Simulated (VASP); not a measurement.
# AlCo (Pm-3m) in VASP: a series of runs

Runs on AlCo. Level: PBEsol. Tasks: single point, relaxation of cell and atoms.

All numbers are computed with VASP 6.6.1; they aren't measurements. Logs are shortened: lines on timing, memory, paths and dates and some standing lists are left out, and cuts for length are marked.

## Step 1: The cell of the first run

It takes space group Pm-3m (No. 221, cubic). The conventional cell has a = 2.823 Å, b = 2.823 Å, c = 2.823 Å, α = 90.00°, β = 90.00°, γ = 90.00°. Al (site symmetry m-3m) has 8 Co at 2.44 Å and 6 Al at 2.82 Å within 3.2 Å. Within 3.2 Å of Co (site symmetry m-3m) lie 8 Al at 2.44 Å and 6 Co at 2.82 Å.

## Step 2: Single point, PBEsol

INCAR

```
  PREC = Accurate
  ENCUT = 520
  EDIFF = 1E-6
  ISMEAR = 0
  SIGMA = 0.1
  LREAL = False
  LASPH = True
  NELM = 80
  ALGO = Normal
  ISIF = 2
  LWAVE = False
  LCHARG = True
  GGA = PS
  LELF = True
  LVHAR = True
  NBANDS = 13
```

KPOINTS

```
Automatic mesh
0
Gamma
  14 14 14
```

POSCAR

```
AlCo
1.0
    2.8228775119      0.0000000000      0.0000000000
    0.0000000000      2.8228775119      0.0000000000
    0.0000000000      0.0000000000      2.8228775119
Al Co
1 1
Direct
    0.5000000000      0.5000000000      0.5000000000
    0.0000000000      0.0000000000      0.0000000000
```

Potentials or basis: VASP PAW PBE potentials, release 64 (Al, Co).

Command:

```
> cat potpaw_PBE.64/Al/POTCAR potpaw_PBE.64/Co/POTCAR > POTCAR
> mpirun -np 1 vasp_std > vasp.out
```

OUTCAR:

```text
PREC = Accurate
   ENCUT = 520
   EDIFF = 1E-6
   ISMEAR = 0
   LREAL = False
   LASPH = True
   NELM = 80
   ISIF = 2
   GGA = PS

 ion  position               nearest neighbor table
   1  0.500  0.500  0.500-   2 2.44   2 2.44   2 2.44   2 2.44   2 2.44   2 2.44   2 2.44   2 2.44

   2  0.000  0.000  0.000-   1 2.44   1 2.44   1 2.44   1 2.44   1 2.44   1 2.44   1 2.44   1 2.44

  LATTYP: Found a simple cubic cell.
 ALAT       =     2.8228775119

  Lattice vectors:

 A1 = (   2.8228775119,   0.0000000000,   0.0000000000)
 A2 = (   0.0000000000,   2.8228775119,   0.0000000000)
 A3 = (   0.0000000000,   0.0000000000,   2.8228775119)

Analysis of symmetry for initial positions (statically):
=====================================================================
 Subroutine PRICEL returns:
 Original cell was already a primitive cell.

 Routine SETGRP: Setting up the symmetry group for a
 simple cubic supercell.

 Subroutine GETGRP returns: Found 48 space group operations
 (whereof 48 operations were pure point group operations)
 out of a pool of 48 trial point group operations.

The static configuration has the point symmetry O_h .

Analysis of symmetry for dynamics (positions and initial velocities):
=====================================================================
 Subroutine PRICEL returns:
 Original cell was already a primitive cell.

 Routine SETGRP: Setting up the symmetry group for a
 simple cubic supercell.

 Subroutine GETGRP returns: Found 48 space group operations
 (whereof 48 operations were pure point group operations)
 out of a pool of 48 trial point group operations.

The dynamic configuration has the point symmetry O_h .

 Subroutine INISYM returns: Found 48 space group operations
 (whereof 48 operations are pure point group operations),
 and found     1 'primitive' translations

----------------------------------------------------------------------------------------

                                     Primitive cell

  volume of cell :      22.4945

  direct lattice vectors                    reciprocal lattice vectors
     2.822877512  0.000000000  0.000000000     0.354248456  0.000000000  0.000000000
     0.000000000  2.822877512  0.000000000     0.000000000  0.354248456  0.000000000
     0.000000000  0.000000000  2.822877512     0.000000000  0.000000000  0.354248456

  length of vectors
     2.822877512  2.822877512  2.822877512     0.354248456  0.354248456  0.354248456

  position of ions in fractional coordinates (direct lattice)
     0.500000000  0.500000000  0.500000000
     0.000000000  0.000000000  0.000000000

  ion indices of the primitive-cell ions
   primitive index   ion index
                 1           1
                 2           2

----------------------------------------------------------------------------------------

 KPOINTS: Automatic mesh

Automatic generation of k-mesh.
 Grid dimensions read from file:
 generate k-points for:   14   14   14

 Generating k-lattice:

  Cartesian coordinates                     Fractional coordinates (reciprocal lattice)
     0.025303461  0.000000000  0.000000000     0.071428571  0.000000000  0.000000000
     0.000000000  0.025303461  0.000000000     0.000000000  0.071428571  0.000000000
     0.000000000  0.000000000  0.025303461     0.000000000  0.000000000  0.071428571

  Length of vectors
     0.025303461  0.025303461  0.025303461

  Shift w.r.t. Gamma in fractional coordinates (k-lattice)
     0.000000000  0.000000000  0.000000000

 Subroutine IBZKPT returns following result:
 ===========================================

 Found    120 irreducible k-points:

 Following reciprocal coordinates:
            Coordinates               Weight
  0.000000  0.000000  0.000000      1.000000
  0.071429  0.000000  0.000000      6.000000
  0.142857  0.000000  0.000000      6.000000
  0.214286  0.000000  0.000000      6.000000
  0.285714  0.000000  0.000000      6.000000
  0.357143  0.000000  0.000000      6.000000
[... 16 lines left out ...]
  0.285714  0.214286  0.000000     24.000000
  0.357143  0.214286  0.000000     24.000000
 [... further k-points ...]
   k-points           NKPTS =    120   k-points in BZ     NKDIM =    120   number of bands    NBANDS=     13
   number of dos      NEDOS =    301   number of ions     NIONS =      2
   total plane-waves  NPLWV =  13824
   dimension x,y,z NGX =    24 NGY =   24 NGZ =   24
   dimension x,y,z NGXF=    48 NGYF=   48 NGZF=   48
   ions per type =               1   1
   NGX,Y,Z   is equivalent  to a cutoff of  14.13, 14.13, 14.13 a.u.
   NGXF,Y,Z  is equivalent  to a cutoff of  28.27, 28.27, 28.27 a.u.
 SYSTEM =  unknown system
   PREC   = accura    normal or accurate (medium, high low for compatibility)
   ISTART =      0    job   : 0-new  1-cont  2-samecut
   ICHARG =      2    charge: 1-file 2-atom 10-const
   ISPIN  =      1    spin polarized calculation?
   LNONCOLLINEAR =      F non collinear calculations
   LSORBIT =      F    spin-orbit coupling
   LASPH  =      T    aspherical Exc in radial PAW
   ENCUT  =  520.0 eV  38.22 Ry    6.18 a.u.   5.25  5.25  5.25*2*pi/ulx,y,z
   NELM   =     80;   NELMIN=  2; NELMDL= -5     # of ELM steps
   EDIFF  = 0.1E-05   stopping-criterion for ELM
   LREAL  =      F    real-space projection
   EDIFFG = 0.1E-04   stopping-criterion for IOM
   NSW    =      0    number of steps for IOM
   IBRION =     -1    ionic relax: 0-MD 1-quasi-New 2-CG
   NFREE  =      0    steps in history (QN), initial steepest desc. (CG)
   ISIF   =      2    stress and relaxation
   ISYM   =      2    0-nonsym 1-usesym 2-fastsym
   POTIM  = 0.5000    time-step for ionic-motion
   TEBEG  =    0.0;   TEEND  =   0.0 temperature during run
   PSTRESS=    0.0 pullay stress
   NELECT =      12.0000    total number of electrons
   NUPDOWN=      -1.0000    fix difference up-down
   EMIN   =  10.00;   EMAX   =-10.00  energy-range for DOS
   EFERMI =   0.00;   METHOD = LEGACY
   ISMEAR =     0;   SIGMA  =   0.10  broadening in eV -4-tet -1-fermi 0-gaus
   EFERMI_NEDOS =   21; number of points for ismear=-14 and -15
   IALGO  =     38    algorithm
   IMIX   =      4    mixing-type and parameters
     AMIX     =   0.40;   BMIX     =  1.00
     AMIX_MAG =   1.60;   BMIX_MAG =  1.00
  volume/ion in A,a.u.               =      11.25        75.90
  Fermi-wavevector in a.u.,A,eV,Ry     =   1.327730  2.509047 23.985273  1.762868
  Thomas-Fermi vector in A             =   2.457021
   LORBIT       =      0    0 simple, 1 ext, 2 COOP (PROOUT), +10 PAW based schemes
   GGA     = PS    functional components
   LHFCALC =     F    Hartree Fock is set to
   AEXX    =    0.0000 exact exchange contribution
   IVDW    =     0    specifies the selected vdW correction
   LEPSILON=     F    determine dielectric tensor
   LRPA    =     F    only Hartree local field effects (RPA)
 non-spin polarized calculation
 Gauss-broadening in eV      SIGMA  =   0.10
  energy-cutoff  :      520.00
  volume of cell :       22.49
 maximum number of plane-waves:       624
 NGX is ok and might be reduce to    24
   NGX = 11   NGY = 11   NGZ = 11

 number of electron      11.9999996 magnetization

 Free energy of the ion-electron system (eV)
  ---------------------------------------------------
  ext. energy  EPLUGINS =         0.00000000
  ---------------------------------------------------
  free energy    TOTEN  =       -13.08409511 eV

  energy without entropy =      -13.08080774  energy(sigma->0) =      -13.08245143

 E-fermi :  10.8421     XC(G=0): -12.5253

 val. band max:       10.8337543860   @ k =   0.5000   0.3571   0.0714
 cond. band min:      10.9115332010   @ k =   0.5000   0.2857   0.0000
 fundamental gap:      0.0777788150
 Fermi energy:        10.8420805991

 k-point     1 :       0.0000    0.0000    0.0000
  band No.  band energies     occupation
      1      -0.4290      2.00000
      2       7.7205      2.00000
      3       7.7205      2.00000
      4       9.9834      2.00000
      5       9.9834      2.00000
      6       9.9834      2.00000
      7      16.9423      0.00000
      8      16.9423      0.00000
      9      16.9423      0.00000
     10      19.7063      0.00000
     11      19.7063      0.00000
     12      26.5338      0.00000
     13      32.7828      0.00000

 k-point     2 :       0.0714    0.0000    0.0000
  band No.  band energies     occupation
      1      -0.3302      2.00000
      2       7.7123      2.00000
      3       7.7484      2.00000
      4       9.9288      2.00000
      5       9.9288      2.00000
      6       9.9891      2.00000
      7      16.0031      0.00000
      8      17.0805      0.00000
      9      17.0805      0.00000
     10      19.6906      0.00000
     11      20.5783      0.00000
     12      26.8460      0.00000
     13      31.6830      0.00000

 k-point     3 :       0.1429    0.0000    0.0000
  band No.  band energies     occupation
      1      -0.0355      2.00000
      2       7.6601      2.00000
      3       7.8280      2.00000
      4       9.7827      2.00000
      5       9.7827      2.00000
      6      10.0054      2.00000
      7      14.4448      0.00000
      8      17.4783      0.00000
      9      17.4783      0.00000
     10      19.6442      0.00000
     11      21.9101      0.00000
     12      27.8229      0.00000
     13      29.9453      0.00000
[... 305 lines left out ...]
 k-point    23 :       0.2857    0.2143    0.0000
  band No.  band energies     occupation
      1       1.9361      2.00000
      2       7.3791      2.00000
      3       7.9893      2.00000
      4       8.9941      2.00000
      5       9.4481      2.00000
      6       9.7040      2.00000
      7      12.2829      0.00000
      8      14.8188      0.00000
      9      19.9605      0.00000
     10      20.3417      0.00000
     11      23.4131      0.00000
     12      27.1114      0.00000
     13      27.4938      0.00000

 k-point    24 :       0.3571    0.2143    0.0000
  band No.  band energies     occupation
      1       2.7276      2.00000
      2       6.6645      2.00000
      3       8.2034      2.00000
      4       8.9222      2.00000
      5       9.2932      2.00000
      6       9.7298      2.00000
      7      11.5224      0.00000
      8      15.4379      0.00000
      9      19.3702      0.00000
     10      20.8654      0.00000
     11      23.2348      0.00000
     12      25.6413      0.00000
     13      27.9327      0.00000

 [... further k-points ...]

------------------------ aborting loop because EDIFF is reached ----------------------------------------

  FORCE on cell =-STRESS in cart. coord.  units (eV):
  Direction    XX          YY          ZZ          XY          YZ          ZX
  --------------------------------------------------------------------------------------
  -------------------------------------------------------------------------------------
  Total        0.0056408      0.0056408      0.0056408     -0.0000000     -0.0000000     -0.0000000
  in kB        0.4017698      0.4017698      0.4017698     -0.0000000     -0.0000000     -0.0000000
  external PRESSURE =       0.4017698 kB  Pullay stress =       0.0000000 kB

 VOLUME and BASIS-vectors are now :
 -----------------------------------------------------------------------------
  energy-cutoff  :      520.00
  volume of cell :       22.49
      direct lattice vectors                 reciprocal lattice vectors
     2.822877512  0.000000000  0.000000000     0.354248456  0.000000000  0.000000000
     0.000000000  2.822877512  0.000000000     0.000000000  0.354248456  0.000000000
     0.000000000  0.000000000  2.822877512     0.000000000  0.000000000  0.354248456

 POSITION                                       TOTAL-FORCE (eV/Angst)
 -----------------------------------------------------------------------------------
      1.41144      1.41144      1.41144         0.000000      0.000000      0.000000
      0.00000      0.00000      0.00000         0.000000      0.000000      0.000000
 -----------------------------------------------------------------------------------
    total drift:                                0.000000      0.000000      0.000000

  FREE ENERGIE OF THE ION-ELECTRON SYSTEM (eV)
  ---------------------------------------------------
  free  energy   TOTEN  =       -13.0840951134 eV

  energy  without entropy=      -13.0808077399  energy(sigma->0) =      -13.08245143
```

Run time: 25 s. Hardware: 1 thread of AMD EPYC 7R43 (Zen 3), shared host; peak memory 0.13 GiB.

Results:

```
Free energy            : -13.0841 eV
Pressure               : 0.0 GPa
Band gap on the k mesh : zero (band 6 reaches 13.20 eV, above the bottom of band 7 at 10.57 eV)
```

Caveat: the PAW data sets were made with another functional, which shifts forces and pressure a little.

## Step 3: Relaxation of cell and atoms, PBEsol

INCAR

```
SYSTEM = AlCo
PREC = Accurate ; ENCUT = 600
EDIFF = 1E-7 ; ISMEAR = 0
SIGMA = 0.1 ; LREAL = .FALSE.
LASPH = .TRUE. ; NELM = 100
ALGO = Normal ; ISIF = 3
LWAVE = .FALSE. ; LCHARG = .FALSE.
GGA = PS ; IBRION = 2
NSW = 80 ; EDIFFG = -0.01
```

KPOINTS

```
Automatic mesh
0
G
  14 14 14
  0 0 0
```

POSCAR

```
AlCo
1.0
    2.8232060527      0.0000000000      0.0000000000
    0.0000000000      2.8232060527      0.0000000000
    0.0000000000      0.0000000000      2.8232060527
Al Co
1 1
Direct
    0.5000000000      0.5000000000      0.5000000000
    0.0000000000      0.0000000000      0.0000000000
```

Potentials or basis: VASP PAW PBE potentials, release 64 (Al, Co).

Command:

```
> cat potpaw_PBE.64/Al/POTCAR potpaw_PBE.64/Co/POTCAR > POTCAR
> mpirun -np 1 vasp_std > vasp.out
```

It took 20 s on 1 thread of AMD EPYC 7R43 (Zen 3), shared host; peak memory 0.13 GiB.

The run converged. Its results:

```yaml
Free_energy: -13.0841 eV
Pressure_after_relaxing: -0.1 GPa
Band_gap_on_the_k_mesh: zero (band 6 reaches 13.20 eV, above the bottom of band 7 at 10.57 eV)
```

Final structure:
```cif
data_structure
_symmetry_space_group_name_H-M 'P 1'
_symmetry_Int_Tables_number 1
_cell_length_a 2.8232
_cell_length_b 2.8232
_cell_length_c 2.8232
_cell_angle_alpha 90.000
_cell_angle_beta 90.000
_cell_angle_gamma 90.000
_cell_volume 22.50
loop_
_atom_site_label
_atom_site_type_symbol
_atom_site_fract_x
_atom_site_fract_y
_atom_site_fract_z
_atom_site_occupancy
Al1 Al 0.50000 0.50000 0.50000 1
Co1 Co 0.00000 0.00000 0.00000 1
```

Levels at points of the mesh, in eV from the Fermi level:
| k point | band 2 | band 3 | band 4 | band 5 | band 6 | band 7 | band 8 | band 9 | band 10 |
| --- | --- | --- | --- | --- | --- | --- | --- | --- | --- |
| (0.00, 0.00, 0.00) | -3.12 | -3.12 | -0.86 | -0.86 | -0.86 | 6.10 | 6.10 | 6.10 | 8.86 |
| (0.50, 0.00, 0.00) | -6.79 | -2.51 | -1.77 | -1.77 | -0.74 | 0.17 | 8.44 | 10.73 | 10.73 |
| (0.50, 0.50, 0.00) | -3.21 | -2.74 | -2.74 | -1.56 | -1.56 | -0.27 | 2.48 | 3.66 | 13.08 |
| (0.50, 0.50, 0.50) | -4.07 | -4.07 | -0.23 | -0.23 | 2.36 | 2.36 | 2.36 | 4.40 | 5.51 |

Caveat: the relaxation stopped at its first step, so nothing moved; the PAW data sets were made with another functional, which shifts forces and pressure a little. Spin polarisation is off, so any magnetic state and its effect on volume and gap are missing.
